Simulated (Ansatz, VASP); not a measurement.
Hg in VASP and in Ansatz

File INCAR:

```
SYSTEM = Hg
PREC     = Accurate       ! precision mode
ENCUT    = 520            ! plane-wave cutoff, eV
EDIFF    = 1E-7           ! SCF threshold, eV
ISMEAR   = 0              ! smearing method
SIGMA    = 0.15           ! smearing width, eV
LREAL    = .False.        ! projectors in reciprocal space
LASPH    = .True.         ! aspherical terms in the spheres
NELM     = 100            ! most SCF steps
ALGO     = Fast           ! electronic algorithm
ISIF     = 2              ! what is computed and relaxed
LWAVE    = .False.        ! write WAVECAR
LCHARG   = .False.        ! write CHGCAR
GGA      = PE             ! functional
IVDW     = 12             ! dispersion correction
NBANDS   = 12             ! bands
```

File KPOINTS:

```
regular mesh
0
Gamma
  12 12 12
  0 0 0
```

The input POSCAR:

```
Hg
1.0
    0.0745111231      2.3059476660      2.2913250931
    2.3684327891      0.0187479405      2.3470882758
    2.3585366220      2.3518146816      0.0286441076
Hg
1
Direct
    0.0000000000      0.0000000000      0.0000000000
```

Input for Ansatz:

```yaml
crystal:
  lattice:
    - [0.0745111231, 2.305947666, 2.2913250931]
    - [2.3684327891, 0.0187479405, 2.3470882758]
    - [2.358536622, 2.3518146816, 0.0286441076]
  atoms:
    - { symbol: Hg, position: [0.0, 0.0, 0.0] }
basis:
  ecutwfc: 420
kpoints:
  mp_grid: { grid: [12, 12, 12] }
hamiltonian:
  xc: pbe
  dispersion: d3bj
scf:
  occupations: { method: gaussian, width: 0.15 }
output:
  forces: true
  stress: true
  eigenvalues: true
```

Change from the starting cell: cell sheared at random, sigma 0.03, atoms nudged by 0.01 Å.

Alike in both runs: task single point; functional PBE; dispersion D3(BJ); k mesh 12 × 12 × 12; occupations gaussian, width 0.15 eV; no spin polarisation.

|  | VASP | Ansatz |
| --- | --- | --- |
| version | VASP 6.6.1 | Ansatz 0.2.0 |
| potentials or method | VASP PAW PBE potentials, release 64 (Hg), cutoff 520 eV | scalar-relativistic, plane waves, PAW |
| valence electrons in the cell | 12 | 20 |

|  | VASP | Ansatz | Ansatz less VASP |
| --- | --- | --- | --- |
| gap on the k mesh at the Fermi level (eV) | none | none | - |
| pressure (GPa) | 0.2 | -0.1 | -0.25 |
| traceless stress, the component that is largest in VASP (GPa) | -0.38 | -0.35 | +0.024 |

A gap of «none» marks a metal or a gap that the smearing closes. VASP's potentials hold 12 valence electrons a cell and Ansatz's 20, so a difference there can come from the potentials and not from the codes.

Neither program's run includes spin-orbit coupling.
